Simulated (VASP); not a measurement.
# Ta (Im-3m) in VASP: relaxation of cell and atoms with r2SCAN

Aim: the relaxation of cell and atoms of Ta with r2SCAN.

Program: VASP 6.6.1. These are calculated values, not measurements. Logs are shortened: lines on timing, memory, paths and dates and some standing lists are left out, and cuts for length are marked.

## (1) The cell of the first run

It takes space group Im-3m (No. 229, cubic). Conventional cell: a = 3.303 Å, b = 3.303 Å, c = 3.303 Å, α = 90.00°, β = 90.00°, γ = 90.00°. Within 3.8 Å of Ta (site symmetry m-3m) lie 14 Ta at 2.86 to 3.30 Å.

## (2) Relaxation of cell and atoms, r2SCAN

Contents of POSCAR:

```
Ta
1.0
   -1.6512800000      1.6512800000      1.6512800000
    1.6512800000     -1.6512800000      1.6512800000
    1.6512800000      1.6512800000     -1.6512800000
Ta
1
Direct
    0.0000000000      0.0000000000      0.0000000000
```

Contents of INCAR.step1:

```
  PREC = Accurate
  ENCUT = 600
  ISMEAR = -1
  SIGMA = 0.08
  LREAL = False
  LASPH = True
  NELM = 80
  GGA = PE
  ALGO = Normal
  EDIFF = 1E-4
  LWAVE = True
  LCHARG = False
```

Contents of INCAR.step2:

```
  PREC = Accurate
  ENCUT = 600
  EDIFF = 1E-6
  ISMEAR = -1
  SIGMA = 0.08
  LREAL = False
  LASPH = True
  NELM = 80
  ALGO = Normal
  ISIF = 3
  LWAVE = False
  LCHARG = False
  METAGGA = R2SCAN
  LMIXTAU = True
  IBRION = 2
  NSW = 100
  EDIFFG = -0.002
  ISTART = 1
```

Contents of KPOINTS:

```
Automatic mesh
0
Gamma
  16 16 16
```

Potentials or basis: VASP PAW PBE potentials, release 64 (Ta_pv).

Launch:

```bash
$ cat potpaw_PBE.64/Ta_pv/POTCAR > POTCAR
$ cp INCAR.step1 INCAR
$ mpirun -np 1 vasp_std > vasp.out
$ cp INCAR.step2 INCAR
$ mpirun -np 1 vasp_std > vasp.out
```

OUTCAR:

```text
PREC = Accurate
   ENCUT = 600
   EDIFF = 1E-6
   ISMEAR = -1
   LREAL = False
   LASPH = True
   NELM = 80
   ISIF = 3
   METAGGA = R2SCAN
   IBRION = 2
   NSW = 100
   EDIFFG = -0.002
   ISTART = 1

 ion  position               nearest neighbor table
   1  0.000  0.000  0.000-

  LATTYP: Found a body centered cubic cell.
 ALAT       =     3.3025600000

  Lattice vectors:

 A1 = (  -1.6512800000,   1.6512800000,   1.6512800000)
 A2 = (   1.6512800000,  -1.6512800000,   1.6512800000)
 A3 = (   1.6512800000,   1.6512800000,  -1.6512800000)

Analysis of symmetry for initial positions (statically):
=====================================================================
 Subroutine PRICEL returns:
 Original cell was already a primitive cell.

 Routine SETGRP: Setting up the symmetry group for a
 body centered cubic supercell.

 Subroutine GETGRP returns: Found 48 space group operations
 (whereof 48 operations were pure point group operations)
 out of a pool of 48 trial point group operations.

The static configuration has the point symmetry O_h .

Analysis of symmetry for dynamics (positions and initial velocities):
=====================================================================
 Subroutine PRICEL returns:
 Original cell was already a primitive cell.

 Routine SETGRP: Setting up the symmetry group for a
 body centered cubic supercell.

 Subroutine GETGRP returns: Found 48 space group operations
 (whereof 48 operations were pure point group operations)
 out of a pool of 48 trial point group operations.

The dynamic configuration has the point symmetry O_h .

 Subroutine INISYM returns: Found 48 space group operations
 (whereof 48 operations are pure point group operations),
 and found     1 'primitive' translations

----------------------------------------------------------------------------------------

                                     Primitive cell

  volume of cell :      18.0104

  direct lattice vectors                    reciprocal lattice vectors
    -1.651280000  1.651280000  1.651280000     0.000000000  0.302795407  0.302795407
     1.651280000 -1.651280000  1.651280000     0.302795407  0.000000000  0.302795407
     1.651280000  1.651280000 -1.651280000     0.302795407  0.302795407  0.000000000

[... 93 lines left out ...]
   NUPDOWN=      -1.0000    fix difference up-down
   EMIN   =  10.00;   EMAX   =-10.00  energy-range for DOS
   EFERMI =   0.00;   METHOD = LEGACY
   ISMEAR =    -1;   SIGMA  =   0.08  broadening in eV -4-tet -1-fermi 0-gaus
   EFERMI_NEDOS =   21; number of points for ismear=-14 and -15
   IALGO  =     38    algorithm
   IMIX   =      4    mixing-type and parameters
     AMIX     =   0.40;   BMIX     =  1.00
     AMIX_MAG =   1.60;   BMIX_MAG =  1.00
  volume/ion in A,a.u.               =      18.01       121.54
  Fermi-wavevector in a.u.,A,eV,Ry     =   1.388988  2.624806 26.249534  1.929286
  Thomas-Fermi vector in A             =   2.513061
   LORBIT       =      0    0 simple, 1 ext, 2 COOP (PROOUT), +10 PAW based schemes
   METAGGA = R2SCAN    functional components
   LHFCALC =     F    Hartree Fock is set to
   AEXX    =    0.0000 exact exchange contribution
   IVDW    =     0    specifies the selected vdW correction
   LEPSILON=     F    determine dielectric tensor
   LRPA    =     F    only Hartree local field effects (RPA)
 conjugate gradient relaxation of ions
 non-spin polarized calculation
  energy-cutoff  :      600.00
  volume of cell :       18.01
 maximum number of plane-waves:       616
   NGX = 11   NGY = 11   NGZ = 11

--------------------------------------- Ionic step        1  -------------------------------------------

 number of electron      11.0000002 magnetization

 Free energy of the ion-electron system (eV)
  ---------------------------------------------------
  ext. energy  EPLUGINS =         0.00000000
  ---------------------------------------------------
  free energy    TOTEN  =       -48.59173013 eV

  energy without entropy =      -48.56358193  energy(sigma->0) =      -48.57765603

------------------------ aborting loop because EDIFF is reached ----------------------------------------

  FORCE on cell =-STRESS in cart. coord.  units (eV):
  Direction    XX          YY          ZZ          XY          YZ          ZX
  --------------------------------------------------------------------------------------
  -------------------------------------------------------------------------------------
  Total        0.1613706      0.1613706      0.1613706     -0.0000000     -0.0000000      0.0000000
  in kB       14.3553183     14.3553183     14.3553183     -0.0000000     -0.0000000      0.0000000
  external PRESSURE =      14.3553183 kB  Pullay stress =       0.0000000 kB
[... 57 lines left out ...]
--------------------------------------- Ionic step        3  -------------------------------------------

 number of electron      11.0000001 magnetization

 Free energy of the ion-electron system (eV)
  ---------------------------------------------------
  ext. energy  EPLUGINS =         0.00000000
  ---------------------------------------------------
  free energy    TOTEN  =       -48.59228427 eV

  energy without entropy =      -48.56415273  energy(sigma->0) =      -48.57821850

 E-fermi :   5.2603     XC(G=0): -13.7314

 val. band max:        5.2539596817   @ k =   0.1875   0.0625   0.0000
 cond. band min:       5.2682668893   @ k =   0.3750   0.1875   0.0000
 fundamental gap:      0.0143072077
 Fermi energy:         5.2603455145

 k-point     1 :       0.0000    0.0000    0.0000
  band No.  band energies     occupation
      1     -28.9871      2.00000
      2     -28.9871      2.00000
      3     -28.9871      2.00000
      4      -3.0332      2.00000
      5       6.1095      0.00005
      6       6.1095      0.00005
      7       6.1095      0.00005
      8       9.5720      0.00000
      9       9.5720      0.00000
[... 265 lines left out ...]
 k-point    24 :       0.2500    0.1875    0.0000
  band No.  band energies     occupation
      1     -29.9371      2.00000
      2     -29.3786      2.00000
      3     -29.0908      2.00000
      4       1.3927      2.00000
      5       3.9822      2.00000
      6       4.6299      1.99924
      7       8.8510      0.00000
      8      10.4324      0.00000
      9      12.2360      0.00000

 [... further k-points ...]

------------------------ aborting loop because EDIFF is reached ----------------------------------------

  FORCE on cell =-STRESS in cart. coord.  units (eV):
  Direction    XX          YY          ZZ          XY          YZ          ZX
  --------------------------------------------------------------------------------------
  -------------------------------------------------------------------------------------
  Total        0.0000689      0.0000689      0.0000689     -0.0000000      0.0000000      0.0000000
  in kB        0.0060871      0.0060871      0.0060871     -0.0000000      0.0000000      0.0000000
  external PRESSURE =       0.0060871 kB  Pullay stress =       0.0000000 kB
[... 16 lines left out ...]
  FREE ENERGIE OF THE ION-ELECTRON SYSTEM (eV)
  ---------------------------------------------------
  free  energy   TOTEN  =       -48.5922842691 eV

  energy  without entropy=      -48.5641527348  energy(sigma->0) =      -48.57821850

 reached required accuracy - stopping structural energy minimisation
```

Run time: 2.5 min. Hardware: 1 thread of Intel Xeon Platinum 8259CL at 2.50GHz (Skylake/Cascade Lake), shared host; peak memory 0.17 GiB.

Results:

```
Free energy                           : -48.5923 eV
Relaxed volume                        : 18.14 Å³/atom
Relaxed cell                          : a = 2.867 Å, b = 2.867 Å, c = 2.867 Å, α = 109.47°, β = 109.47°, γ = 109.47°
Space group after relaxing (to 0.1 Å) : Im-3m (No. 229)
Energy gained by relaxing             : 0.6 meV/atom
Ionic steps                           : 3
Pressure after relaxing               : 0.0 GPa
Band gap on the k mesh                : zero (an odd number of electrons rules out a gap without spin polarisation)
```

Step by step:
```csv
step,energy change (eV),largest force (eV/Å),pressure (GPa),volume (Å³)
1,0.0000,0.0000,1.44,18.01
2,0.0025,0.0000,-3.23,18.43
3,-0.0006,0.0000,0.00,18.14
```

Final structure:
```
Ta
1.0
    -1.65513    1.65513    1.65513
     1.65513   -1.65513    1.65513
     1.65513    1.65513   -1.65513
Ta
1
Direct
  0.00000 0.00000 0.00000
```

Caveat: the PAW data sets were made with another functional, which shifts forces and pressure a little; spin-orbit coupling is left out, which moves the levels of the heavy elements.
